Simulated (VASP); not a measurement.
Wanted: the native input for a VASP 6.6.1 run.

- Task: single point
- Functional: LDA
- Potentials or basis: VASP PAW LDA potentials, release 64 (Zr_sv, Ag)
- Cutoff: 520 eV
- k mesh: 7 × 7 × 8
- Occupations: fermi-dirac, width 0.05 eV
- Spin: no spin polarisation
- Dipole correction: no
- Further INCAR settings: ALGO = Normal; EDIFF = 1e-06; NBANDS = 32

The structure of Zr3Ag lies in POSCAR:

```
Zr3Ag
1.0
    4.5353547813      0.0000000000      0.0000000000
    0.0000000000      4.5353547813      0.0000000000
    0.0000000000      0.0000000000      3.9592475161
Zr Ag
3 1
Direct
    0.5000000000      0.5000000000      0.0000000000
    0.0000000000      0.5000000000      0.5000000000
    0.5000000000      0.0000000000      0.5000000000
    0.0000000000      0.0000000000      0.0000000000
```

The input as run:

INCAR

```
SYSTEM = Zr3Ag
PREC = Accurate
ENCUT = 520
EDIFF = 1E-6
ISMEAR = -1
SIGMA = 0.05
LREAL = .FALSE.
LASPH = .TRUE.
NELM = 60
ALGO = Normal
ISIF = 2
LWAVE = .FALSE.
LCHARG = .FALSE.
NBANDS = 32
```

KPOINTS

```
regular mesh
0
G
  7 7 8
  0 0 0
```

Potentials or basis: VASP PAW LDA potentials, release 64 (Zr_sv, Ag).

Launch:

```sh
$ cat potpaw_LDA.64/Zr_sv/POTCAR potpaw_LDA.64/Ag/POTCAR > POTCAR
$ mpirun -np 1 vasp_std > vasp.out
```

Results of the run:

| Item | Value |
| --- | --- |
| Pressure | -2.8 GPa |
| Band gap on the k mesh | zero (an odd number of electrons rules out a gap without spin polarisation) |

It took 43 s on 1 thread of Intel(R) Xeon(R) 6975P-C (Granite Rapids), with other jobs on the host, peak memory 0.23 GiB.
